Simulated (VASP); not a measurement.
# C (Fd-3m) in VASP: a series of runs

The runs below take C through single point, with LDA.

All numbers are computed with VASP 6.6.1; they aren't measurements. Logs are shortened: lines on timing, memory, paths and dates and some standing lists are left out, and cuts for length are marked.

## (1) The cell of the first run

The structure is cubic, space group Fd-3m (No. 227). Conventional cell: a = 3.623 Å, b = 3.623 Å, c = 3.623 Å, α = 90.00°, β = 90.00°, γ = 90.00°. C (site symmetry -43m) has 4 C at 1.57 Å within 2.1 Å.

## (2) Single point, LDA (5.95 Å³/atom)

The input, INCAR:

```
PREC = Accurate
ENCUT = 520
EDIFF = 1E-6
ISMEAR = -1
SIGMA = 0.1
LREAL = False
LASPH = True
NELM = 100
ALGO = Normal
ISIF = 2
LWAVE = False
LCHARG = True
GGA = CA
LELF = True
LVHAR = True
ISYM = 0
NBANDS = 11
```

The input, KPOINTS:

```
regular mesh
0
Gamma
  17 17 20
```

The input, POSCAR:

```
C
1.0
   -1.2811025480      1.2811003091      1.8117016739
    1.2811003091     -1.2811025480      1.8117016739
    1.2811025499      1.2811025499     -1.8117057744
C
2
Direct
    0.0000001058      0.9999998942      1.0000000000
    0.7499998942      0.2500001058      0.5000000000
```

Potentials or basis: VASP PAW LDA potentials, release 64 (C).

Launch:

```console
$ cat potpaw_LDA.64/C/POTCAR > POTCAR
$ mpirun -np 1 vasp_std > vasp.out
```

OUTCAR:

```text
PREC = Accurate
   ENCUT = 520
   EDIFF = 1E-6
   ISMEAR = -1
   LREAL = False
   LASPH = True
   NELM = 100
   ISIF = 2
   GGA = CA
   ISYM = 0

 ion  position               nearest neighbor table
   1  0.000  1.000  0.000-   2 1.57   2 1.57   2 1.57   2 1.57
   2  0.750  0.250  0.500-   1 1.57   1 1.57   1 1.57   1 1.57

IMPORTANT INFORMATION: All symmetrisations will be switched off!
NOSYMM: (Re-)initialisation of all symmetry stuff for point group C_1.

----------------------------------------------------------------------------------------

                                     Primitive cell

  volume of cell :      11.8936

  direct lattice vectors                    reciprocal lattice vectors
    -1.281102548  1.281100309  1.811701674     0.000000441  0.390289601  0.275983869
     1.281100309 -1.281102548  1.811701674     0.390289601  0.000000441  0.275983869
     1.281102550  1.281102550 -1.811705774     0.390289159  0.390289159  0.000000482

  length of vectors
     2.562167968  2.562167968  2.562171989     0.478009486  0.478009486  0.551952222

  position of ions in fractional coordinates (direct lattice)
     0.000000106  0.999999894  0.000000000
     0.749999894  0.250000106  0.500000000

  ion indices of the primitive-cell ions
   primitive index   ion index
                 1           1
                 2           2

----------------------------------------------------------------------------------------

 KPOINTS: regular mesh

Automatic generation of k-mesh.
 Grid dimensions read from file:
 generate k-points for:   17   17   20

 Generating k-lattice:

  Cartesian coordinates                     Fractional coordinates (reciprocal lattice)
     0.000000026  0.022958212  0.016234345     0.058823529 -0.000000000  0.000000000
     0.022958212  0.000000026  0.016234345    -0.000000000  0.058823529  0.000000000
     0.019514458  0.019514458  0.000000024    -0.000000000 -0.000000000  0.050000000

  Length of vectors
     0.028118205  0.028118205  0.027597611

  Shift w.r.t. Gamma in fractional coordinates (k-lattice)
     0.000000000  0.000000000  0.000000000

 -----------------------------------------------------------------------------
|                                                                             |
|           W    W    AA    RRRRR   N    N  II  N    N   GGGG   !!!           |
|           W    W   A  A   R    R  NN   N  II  NN   N  G    G  !!!           |
|           W    W  A    A  R    R  N N  N  II  N N  N  G       !!!           |
|           W WW W  AAAAAA  RRRRR   N  N N  II  N  N N  G  GGG   !            |
|           WW  WW  A    A  R   R   N   NN  II  N   NN  G    G                |
|           W    W  A    A  R    R  N    N  II  N    N   GGGG   !!!           |
|                                                                             |
|     Your reciprocal lattice and k-lattice belong to different lattice       |
|     classes:                                                                |
|                                                                             |
|        The reciprocal lattice is body-centered tetragonal,                  |
|        whereas your k-lattice is base-centered monoclinic.                  |
|                                                                             |
|     Results are often still useful ...                                      |
|                                                                             |
 -----------------------------------------------------------------------------

 WARNING: IBZKPT: internal override: KBLOWUP is changed to .FALSE.
      ... skipping the blow-up phase ...

 Subroutine IBZKPT returns following result:
 ===========================================

 Found   2891 irreducible k-points:

 Following reciprocal coordinates:
            Coordinates               Weight
  0.000000  0.000000  0.000000      1.000000
  0.058824 -0.000000  0.000000      2.000000
  0.117647 -0.000000  0.000000      2.000000
  0.176471 -0.000000  0.000000      2.000000
  0.235294 -0.000000  0.000000      2.000000
  0.294118 -0.000000  0.000000      2.000000
[... 16 lines left out ...]
 -0.235294  0.058824  0.000000      2.000000
 -0.176471  0.058824  0.000000      2.000000
 [... further k-points ...]
   k-points           NKPTS =   2891   k-points in BZ     NKDIM =   2891   number of bands    NBANDS=     11
   number of dos      NEDOS =    301   number of ions     NIONS =      2
   total plane-waves  NPLWV =   8000
   dimension x,y,z NGX =    20 NGY =   20 NGZ =   20
   dimension x,y,z NGXF=    40 NGYF=   40 NGZF=   40
   ions per type =               2
   NGX,Y,Z   is equivalent  to a cutoff of  12.98, 12.98, 12.98 a.u.
   NGXF,Y,Z  is equivalent  to a cutoff of  25.95, 25.95, 25.95 a.u.
 SYSTEM =  unknown system
   PREC   = accura    normal or accurate (medium, high low for compatibility)
   ISTART =      0    job   : 0-new  1-cont  2-samecut
   ICHARG =      2    charge: 1-file 2-atom 10-const
   ISPIN  =      1    spin polarized calculation?
   LNONCOLLINEAR =      F non collinear calculations
   LSORBIT =      F    spin-orbit coupling
   LASPH  =      T    aspherical Exc in radial PAW
   ENCUT  =  520.0 eV  38.22 Ry    6.18 a.u.   4.76  4.76  4.76*2*pi/ulx,y,z
   NELM   =    100;   NELMIN=  2; NELMDL= -5     # of ELM steps
   EDIFF  = 0.1E-05   stopping-criterion for ELM
   LREAL  =      F    real-space projection
   EDIFFG = 0.1E-04   stopping-criterion for IOM
   NSW    =      0    number of steps for IOM
   IBRION =     -1    ionic relax: 0-MD 1-quasi-New 2-CG
   NFREE  =      0    steps in history (QN), initial steepest desc. (CG)
   ISIF   =      2    stress and relaxation
   ISYM   =      0    0-nonsym 1-usesym 2-fastsym
   POTIM  = 0.5000    time-step for ionic-motion
   TEBEG  =    0.0;   TEEND  =   0.0 temperature during run
   PSTRESS=    0.0 pullay stress
   NELECT =       8.0000    total number of electrons
   NUPDOWN=      -1.0000    fix difference up-down
   EMIN   =  10.00;   EMAX   =-10.00  energy-range for DOS
   EFERMI =   0.00;   METHOD = LEGACY
   ISMEAR =    -1;   SIGMA  =   0.10  broadening in eV -4-tet -1-fermi 0-gaus
   EFERMI_NEDOS =   21; number of points for ismear=-14 and -15
   IALGO  =     38    algorithm
   IMIX   =      4    mixing-type and parameters
     AMIX     =   0.40;   BMIX     =  1.00
     AMIX_MAG =   1.60;   BMIX_MAG =  1.00
  volume/ion in A,a.u.               =       5.95        40.13
  Fermi-wavevector in a.u.,A,eV,Ry     =   1.434389  2.710602 27.993600  2.057472
  Thomas-Fermi vector in A             =   2.553803
   LORBIT       =      0    0 simple, 1 ext, 2 COOP (PROOUT), +10 PAW based schemes
   GGA     = CA    functional components
   LHFCALC =     F    Hartree Fock is set to
   AEXX    =    0.0000 exact exchange contribution
   IVDW    =     0    specifies the selected vdW correction
   LEPSILON=     F    determine dielectric tensor
   LRPA    =     F    only Hartree local field effects (RPA)
 non-spin polarized calculation
  energy-cutoff  :      520.00
  volume of cell :       11.89
 maximum number of plane-waves:       332
   NGX =  9   NGY =  9   NGZ =  9

 number of electron       8.0000001 magnetization

 Free energy of the ion-electron system (eV)
  ---------------------------------------------------
  ext. energy  EPLUGINS =         0.00000000
  ---------------------------------------------------
  free energy    TOTEN  =       -20.16368130 eV

  energy without entropy =      -20.16368130  energy(sigma->0) =      -20.16368130

 E-fermi :  10.8359     XC(G=0): -13.2720

 val. band max:        9.0433160286   @ k =   0.0000   0.0000   0.0000
 cond. band min:      13.0295294666   @ k =  -0.3529   0.3529   0.0000
 fundamental gap:      3.9862134380
 Fermi energy:        10.8359009130

 k-point     1 :       0.0000    0.0000    0.0000
  band No.  band energies     occupation
      1     -11.6551      2.00000
      2       9.0429      2.00000
      3       9.0429      2.00000
      4       9.0433      2.00000
      5      14.4525      0.00000
      6      14.4528      0.00000
      7      14.4528      0.00000
      8      21.5358      0.00000
      9      27.4388      0.00000
     10      35.1504      0.00000
     11      35.1518      0.00000

 k-point     2 :       0.0588   -0.0000    0.0000
  band No.  band energies     occupation
      1     -11.5623      2.00000
      2       8.4198      2.00000
      3       8.8834      2.00000
      4       8.8837      2.00000
      5      14.6605      0.00000
      6      14.6608      0.00000
      7      14.8229      0.00000
      8      21.6186      0.00000
      9      27.5968      0.00000
     10      33.6002      0.00000
     11      33.6012      0.00000

 k-point     3 :       0.1176   -0.0000    0.0000
  band No.  band energies     occupation
      1     -11.2846      2.00000
      2       6.9532      2.00000
      3       8.4840      2.00000
      4       8.4843      2.00000
      5      15.1856      0.00000
      6      15.1858      0.00000
      7      15.5524      0.00000
      8      21.8661      0.00000
      9      28.0009      0.00000
     10      32.1967      0.00000
     11      32.1976      0.00000

 k-point     4 :       0.1765   -0.0000    0.0000
  band No.  band energies     occupation
      1     -10.8237      2.00000
      2       5.1374      2.00000
      3       7.9873      2.00000
      4       7.9877      2.00000
      5      15.8306      0.00000
      6      15.8308      0.00000
      7      16.2189      0.00000
      8      22.2585      0.00000
      9      28.4568      0.00000
     10      31.2899      0.00000
     11      31.2906      0.00000

 k-point     5 :       0.2353   -0.0000    0.0000
  band No.  band energies     occupation
      1     -10.1833      2.00000
      2       3.2103      2.00000
      3       7.4966      2.00000
      4       7.4970      2.00000
      5      16.4206      0.00000
      6      16.4207      0.00000
      7      16.7050      0.00000
      8      22.7435      0.00000
      9      28.7636      0.00000
     10      30.9578      0.00000
     11      30.9583      0.00000
[... 211 lines left out ...]
 k-point    21 :      -0.3529    0.0588    0.0000
  band No.  band energies     occupation
      1      -8.6593      2.00000
      2       0.1070      2.00000
      3       6.3808      2.00000
      4       6.7937      2.00000
      5      16.5338      0.00000
      6      17.5298      0.00000
      7      17.6238      0.00000
      8      23.1826      0.00000
      9      29.0872      0.00000
     10      30.5410      0.00000
     11      33.0063      0.00000

 k-point    22 :      -0.2941    0.0588    0.0000
  band No.  band energies     occupation
      1      -9.5793      2.00000
      2       1.9689      2.00000
      3       6.6685      2.00000
      4       7.2448      2.00000
      5      16.1379      0.00000
      6      17.2989      0.00000
      7      17.4098      0.00000
      8      22.7246      0.00000
      9      28.9872      0.00000
     10      29.8269      0.00000
     11      32.4584      0.00000

 k-point    23 :      -0.2353    0.0588    0.0000
  band No.  band energies     occupation
      1     -10.3350      2.00000
      2       3.8819      2.00000
      3       7.0684      2.00000
      4       7.7414      2.00000
      5      15.5868      0.00000
      6      16.9334      0.00000
      7      16.9748      0.00000
      8      22.3181      0.00000
      9      28.8018      0.00000
     10      29.5856      0.00000
     11      32.4237      0.00000

 k-point    24 :      -0.1765    0.0588    0.0000
  band No.  band energies     occupation
      1     -10.9156      2.00000
      2       5.7574      2.00000
      3       7.5568      2.00000
      4       8.2225      2.00000
      5      14.9742      0.00000
      6      16.3511      0.00000
      7      16.3943      0.00000
      8      21.9892      0.00000
      9      28.4438      0.00000
     10      29.8974      0.00000
     11      32.9715      0.00000

 [... further k-points ...]
[... 5 lines left out ...]
  --------------------------------------------------------------------------------------
  -------------------------------------------------------------------------------------
  Total       -2.2264286     -2.2264263     -2.2246519     -0.0000095      0.0000848      0.0000855
  in kB     -299.9201544   -299.9198385   -299.6808131     -0.0012799      0.0114226      0.0115120
  external PRESSURE =    -299.8402687 kB  Pullay stress =       0.0000000 kB

 VOLUME and BASIS-vectors are now :
 -----------------------------------------------------------------------------
  energy-cutoff  :      520.00
  volume of cell :       11.89
      direct lattice vectors                 reciprocal lattice vectors
    -1.281102548  1.281100309  1.811701674     0.000000441  0.390289601  0.275983869
     1.281100309 -1.281102548  1.811701674     0.390289601  0.000000441  0.275983869
     1.281102550  1.281102550 -1.811705774     0.390289159  0.390289159  0.000000482

 POSITION                                       TOTAL-FORCE (eV/Angst)
 -----------------------------------------------------------------------------------
      1.28110     -1.28110      1.81170         0.000023     -0.000023     -0.000000
     -0.00000      1.28110      0.90585        -0.000023      0.000023      0.000000
 -----------------------------------------------------------------------------------
    total drift:                               -0.000000     -0.000000      0.000000

  FREE ENERGIE OF THE ION-ELECTRON SYSTEM (eV)
  ---------------------------------------------------
  free  energy   TOTEN  =       -20.1636812952 eV

  energy  without entropy=      -20.1636812950  energy(sigma->0) =      -20.16368130
```

Wall time 1.8 min (1 thread of Intel Xeon 6975P-C (Granite Rapids), shared host); peak memory 0.38 GiB.

What came out:

- Free energy: -20.1637 eV
- Pressure: -30.0 GPa
- Band gap on the k mesh: 3.99 eV (least direct gap 5.41 eV)

Levels at points of the mesh, in eV from the valence-band top:
```tsv
k point	band 1	band 2	band 3	band 4	band 5	band 6	band 7	band 8	band 9
(0.00, 0.00, 0.00)	-20.70	0.00	0.00	0.00	5.41	5.41	5.41	12.49	18.40
(0.00, 0.00, 0.50)	-12.28	-12.28	-6.01	-6.01	4.60	4.60	15.92	15.92	22.06
```

Caveat: the cell stands under tension. A k mesh can miss the band edges.

## (3) Single point, LDA (6.17 Å³/atom)

This run uses another cell than the first one, of 6.17 Å³/atom.

The input, INCAR:

```
SYSTEM = C
PREC = Accurate
ENCUT = 520
EDIFF = 1E-7
ISMEAR = -1
SIGMA = 0.1
LREAL = .FALSE.
LASPH = .TRUE.
NELM = 80
ALGO = Normal
ISIF = 2
LWAVE = .FALSE.
LCHARG = .TRUE.
GGA = CA
LELF = .TRUE.
LVHAR = .TRUE.
NBANDS = 11
ISYM = 0
```

The input, KPOINTS:

```
Automatic mesh
0
G
  17 17 20
  0 0 0
```

The input, POSCAR:

```
C
1.0
   -1.2967272897      1.2967250235      1.8337977745
    1.2967250235     -1.2967272897      1.8337977745
    1.2967272916      1.2967272916     -1.8338019250
C
2
Direct
    0.0000001058      0.9999998942      1.0000000000
    0.7499998942      0.2500001058      0.5000000000
```

Potentials or basis: VASP PAW LDA potentials, release 64 (C).

Launch:

```console
$ cat potpaw_LDA.64/C/POTCAR > POTCAR
$ mpirun -np 1 vasp_std > vasp.out
```

OUTCAR:

```text
SYSTEM = C
   PREC = Accurate
   ENCUT = 520
   EDIFF = 1E-7
   ISMEAR = -1
   LREAL = .FALSE.
   LASPH = .TRUE.
   NELM = 80
   ISIF = 2
   GGA = CA
   ISYM = 0

 ion  position               nearest neighbor table
   1  0.000  1.000  0.000-   2 1.59   2 1.59   2 1.59   2 1.59
   2  0.750  0.250  0.500-   1 1.59   1 1.59   1 1.59   1 1.59

IMPORTANT INFORMATION: All symmetrisations will be switched off!
NOSYMM: (Re-)initialisation of all symmetry stuff for point group C_1.

----------------------------------------------------------------------------------------

[... 502 lines left out ...]
     11      32.1318      0.00000

 [... further k-points ...]
[... 5 lines left out ...]
  --------------------------------------------------------------------------------------
  -------------------------------------------------------------------------------------
  Total       -3.2263203     -3.2263222     -3.2245579      0.0000009      0.0000736      0.0000733
  in kB     -419.0926883   -419.0929410   -418.8637577      0.0001116      0.0095645      0.0095202
  external PRESSURE =    -419.0164623 kB  Pullay stress =       0.0000000 kB

 VOLUME and BASIS-vectors are now :
 -----------------------------------------------------------------------------
  energy-cutoff  :      520.00
  volume of cell :       12.33
      direct lattice vectors                 reciprocal lattice vectors
    -1.296727290  1.296725024  1.833797775     0.000000436  0.385586859  0.272658438
     1.296725024 -1.296727290  1.833797775     0.385586859  0.000000436  0.272658438
     1.296727292  1.296727292 -1.833801925     0.385586422  0.385586422  0.000000477

 POSITION                                       TOTAL-FORCE (eV/Angst)
 -----------------------------------------------------------------------------------
      1.29672     -1.29673      1.83380         0.000016     -0.000016      0.000000
     -0.00000      1.29673      0.91690        -0.000016      0.000016     -0.000000
 -----------------------------------------------------------------------------------
    total drift:                               -0.000000      0.000000     -0.000000

  FREE ENERGIE OF THE ION-ELECTRON SYSTEM (eV)
  ---------------------------------------------------
  free  energy   TOTEN  =       -20.0651155577 eV

  energy  without entropy=      -20.0651155575  energy(sigma->0) =      -20.06511556
```

stdout:

```text
POSCAR found type information on POSCAR C
 POSCAR found :  1 types and       2 ions
 scaLAPACK will be used
 LDA part: xc-table for (Slater(with rela. corr.)+CA(PZ))
 , standard interpolation
 -----------------------------------------------------------------------------
|                                                                             |
|           W    W    AA    RRRRR   N    N  II  N    N   GGGG   !!!           |
|           W    W   A  A   R    R  NN   N  II  NN   N  G    G  !!!           |
|           W    W  A    A  R    R  N N  N  II  N N  N  G       !!!           |
|           W WW W  AAAAAA  RRRRR   N  N N  II  N  N N  G  GGG   !            |
|           WW  WW  A    A  R   R   N   NN  II  N   NN  G    G                |
|           W    W  A    A  R    R  N    N  II  N    N   GGGG   !!!           |
|                                                                             |
|     Your reciprocal lattice and k-lattice belong to different lattice       |
|     classes:                                                                |
|                                                                             |
|        The reciprocal lattice is body-centered tetragonal,                  |
|        whereas your k-lattice is base-centered monoclinic.                  |
|                                                                             |
|     Results are often still useful ...                                      |
|                                                                             |
 -----------------------------------------------------------------------------

 POSCAR, INCAR and KPOINTS ok, starting setup
 FFT: planning ... GRIDC
 FFT: planning ... GRID_SOFT
 FFT: planning ... GRID
 WAVECAR not read
 entering main loop
```

Wall time 2 min (1 thread of Intel Xeon 6975P-C (Granite Rapids), shared host); peak memory 0.39 GiB.

What came out:

```
Free energy            : -20.0651 eV
Pressure               : -41.9 GPa
Band gap on the k mesh : 3.90 eV (least direct gap 5.31 eV)
```

Levels at points of the mesh, in eV from the valence-band top:
```tsv
k point	band 1	band 2	band 3	band 4	band 5	band 6	band 7	band 8
(0.00, 0.00, 0.00)	-20.24	0.00	0.00	0.00	5.31	5.31	5.31	11.70
(0.00, 0.00, 0.50)	-12.04	-12.04	-5.80	-5.80	4.51	4.51	15.40	15.40
```

Caveat: the cell stands under tension. A k mesh can miss the band edges.
